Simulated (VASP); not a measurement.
Write the native input for VASP 6.6.1 that does the following.

| Quantity | Value |
| --- | --- |
| Task | single point |
| Functional | r2SCAN |
| Potentials or basis | VASP PAW PBE potentials, release 64 (Be, K_sv, Li_sv) |
| Cutoff | 520 eV |
| k mesh | 7 × 7 × 7 |
| Occupations | fermi-dirac, width 0.1 eV |
| Spin | no spin polarisation |
| Dipole correction | no |
| Further INCAR settings | ALGO = Normal; EDIFF = 1e-06; NBANDS = 31 |

Crystal: K4Li2Be.

```xyz
7
Lattice="2.7642 4.7878 0.0000 -2.7642 4.7878 0.0000 0.0000 -3.1918 8.3695" Properties=species:S:1:pos:R:3 pbc="T T T"
Be    0.0000    0.0000    0.0000
K     0.0000    3.1918    1.0751
K     0.0000    3.1918    7.2944
K     0.0000    0.0000    5.2308
K     0.0000    6.3837    3.1386
Li    0.0000    0.0000    2.0049
Li    0.0000    6.3837    6.3646
```

One way to write it, as run:

POSCAR

```
K4Li2Be
1.0
    2.7642100000      4.7877520000      0.0000000000
   -2.7642100000      4.7877520000      0.0000000000
    0.0000000000     -3.1918320000      8.3694640000
Be K Li
1 4 2
Direct
    0.0000000000      0.0000000000      0.0000000000
    0.3761500000      0.3761500000      0.1284500000
    0.6238500000      0.6238500000      0.8715500000
    0.2083300000      0.2083300000      0.6249900000
    0.7916700000      0.7916700000      0.3750100000
    0.0798500000      0.0798500000      0.2395500000
    0.9201500000      0.9201500000      0.7604500000
```

INCAR.step1

```
PREC = Accurate ; ENCUT = 520
ISMEAR = -1 ; SIGMA = 0.1
LREAL = False ; LASPH = True
NELM = 100 ; NBANDS = 31
GGA = PE ; ALGO = Normal
EDIFF = 1E-4 ; LWAVE = True
LCHARG = False
```

INCAR.step2

```
PREC = Accurate ; ENCUT = 520
EDIFF = 1E-6 ; ISMEAR = -1
SIGMA = 0.1 ; LREAL = False
LASPH = True ; NELM = 100
ALGO = Normal ; ISIF = 2
LWAVE = False ; LCHARG = True
METAGGA = R2SCAN ; LMIXTAU = True
LELF = True ; LVHAR = True
NBANDS = 31 ; ISTART = 1
```

KPOINTS

```
Automatic mesh
0
Gamma
  7 7 7
```

Potentials or basis: VASP PAW PBE potentials, release 64 (Be, K_sv, Li_sv).

Command:

```console
$ cat potpaw_PBE.64/Be/POTCAR potpaw_PBE.64/K_sv/POTCAR potpaw_PBE.64/Li_sv/POTCAR > POTCAR
$ cp INCAR.step1 INCAR
$ mpirun -np 1 vasp_std > vasp.out
$ cp INCAR.step2 INCAR
$ mpirun -np 1 vasp_std > vasp.out
```

It gave:

* Largest force: 1.541 eV/Å
* Band gap on the k mesh: zero (bands 22 and 23 overlap by 0.27 eV)

Caveat: the PAW data sets were made with another functional, which shifts forces and pressure a little.

It took 16 min on 1 thread of Intel(R) Xeon(R) Platinum 8559C (Emerald Rapids) (shared host), peak memory 0.52 GiB.
